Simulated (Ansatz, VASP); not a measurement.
# Two plane-wave programs on SrCl2

```
CELL_PARAMETERS angstrom
0.00000 3.34608 3.48550
3.34608 0.00000 3.48550
3.34608 3.34608 0.00000
ATOMIC_POSITIONS crystal
Sr 0.00000 0.00000 0.00000
Cl 0.25000 0.25000 0.25000
Cl 0.75000 0.75000 0.75000
```

Change from the starting cell: strain -0.040 along x and y, +0.000 along z, atoms carried along.

Alike in both runs: task single point; functional LDA; k mesh 6 × 6 × 6; occupations gaussian, width 0.05 eV; no spin polarisation.

|  | VASP | Ansatz |
| --- | --- | --- |
| version | VASP 6.6.1 | Ansatz 0.2.0 |
| potentials or method | VASP PAW LDA potentials, release 64 (Sr_sv, Cl), cutoff 520 eV | scalar-relativistic, plane waves, PAW |
| valence electrons in the cell | 24 | 24 |

|  | VASP | Ansatz | Ansatz less VASP |
| --- | --- | --- | --- |
| gap on the k mesh at the Fermi level (eV) | 4.97 | 4.98 | +0.006 |
| least direct gap on the mesh (eV) | 4.97 | 4.98 | +0.006 |
| pressure (GPa) | 0.5 | 0.3 | -0.18 |
| traceless stress, the component that is largest in VASP (GPa) | -1.53 | -1.54 | -0.011 |

LDA's correlation is that of Perdew and Zunger in VASP and of Perdew and Wang (1992) in Ansatz.
